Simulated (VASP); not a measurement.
Crystal: Sn.

```
CELL_PARAMETERS angstrom
-2.91964 2.91964 1.59380
2.91964 -2.91964 1.59380
2.91964 2.91964 -1.59380
ATOMIC_POSITIONS crystal
Sn 0.00000 0.00000 0.00000
Sn 0.75000 0.25000 0.50000
```

| Item | Value |
| --- | --- |
| Program | VASP 6.6.1 |
| Task | relaxation of cell and atoms |
| Functional | PBE |
| Potentials or basis | VASP PAW PBE potentials, release 64 (Sn_d) |
| Cutoff | 500 eV |
| k mesh | 16 × 16 × 16 |
| Occupations | gaussian, width 0.1 eV |
| Spin | no spin polarisation |

At the start: pressure 2.3 GPa; volume 27.17 Å³/atom.

Q: How do energy, volume and symmetry change on relaxing?

A: Over 8 steps the energy falls by 8.9 meV/atom and the volume is 28.39 Å³/atom (+4.5 %); space group I4_1/amd (No. 141, to 0.05 Å).

Step by step:
```
step  energy change (eV)  largest force (eV/Å)  pressure (GPa)  volume (Å³)
   1              0.0000                0.0000            2.29        54.34
   2             -0.0165                0.0000           -0.54        57.45
   3             -0.0176                0.0000           -0.03        56.81
   4             -0.0176                0.0000           -0.07        56.87
   5             -0.0177                0.0000           -0.05        56.84
   6             -0.0178                0.0000           -0.04        56.82
   7             -0.0178                0.0000            0.01        56.76
   8             -0.0178                0.0000            0.00        56.77
```

Final structure:
```cif
data_structure
_symmetry_space_group_name_H-M 'P 1'
_symmetry_Int_Tables_number 1
_cell_length_a 4.5007
_cell_length_b 4.5007
_cell_length_c 4.5007
_cell_angle_alpha 97.313
_cell_angle_beta 97.313
_cell_angle_gamma 138.195
_cell_volume 56.77
loop_
_atom_site_label
_atom_site_type_symbol
_atom_site_fract_x
_atom_site_fract_y
_atom_site_fract_z
_atom_site_occupancy
Sn1 Sn 0.00000 0.00000 0.00000 1
Sn2 Sn 0.75000 0.25000 0.50000 1
```
